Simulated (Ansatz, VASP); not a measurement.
## RbScPtC6N6 in VASP and in Ansatz

```
Rb Sc Pt C N
1.0
     0.00000    5.20700    5.20700
     5.20700    0.00000    5.20700
     5.20700    5.20700    0.00000
Rb Sc Pt C N
1 1 1 6 6
Cartesian
  7.8105 7.8105 7.8105
  5.2070 5.2070 5.2070
  0.0000 0.0000 0.0000
  1.9170 5.2070 5.2070
  5.2070 5.2070 1.9170
  5.2070 8.4970 5.2070
  8.4970 5.2070 5.2070
  5.2070 5.2070 8.4970
  5.2070 1.9170 5.2070
  3.0870 5.2070 5.2070
  5.2070 5.2070 3.0870
  5.2070 7.3270 5.2070
  7.3270 5.2070 5.2070
  5.2070 5.2070 7.3270
  5.2070 3.0870 5.2070
```

Alike in both runs: task relaxation of cell and atoms; functional PBE; k mesh 4 × 4 × 4; occupations gaussian, width 0.1 eV; no spin polarisation.

|  | VASP | Ansatz |
| --- | --- | --- |
| version | VASP 6.6.1 | Ansatz 0.2.0 |
| potentials or method | VASP PAW PBE potentials, release 64 (Rb_sv, Sc_sv, Pt, C, N), cutoff 600 eV | scalar-relativistic, plane waves, PAW |
| valence electrons in the cell | 84 | 92 |

|  | VASP | Ansatz | Ansatz less VASP |
| --- | --- | --- | --- |
| gap on the k mesh at the Fermi level, each at its own relaxed structure (eV) | none | none | - |
| relaxed volume (Å³/atom) | 21.70 | 21.83 | +0.134 |
| relaxed length of the cell vector where the two differ most in proportion (Å) | 7.721 | 7.737 | +0.0158 |

A gap of «none» marks a metal or a gap that the smearing closes. VASP's potentials hold 84 valence electrons a cell and Ansatz's 92, so a difference there can come from the potentials and not from the codes.

Neither program's run includes spin-orbit coupling. Noted on VASP's run: the standard files for N, O and F lose accuracy on very short bonds; the volume moved by over 15 % at a fixed basis, so the end points are rough.
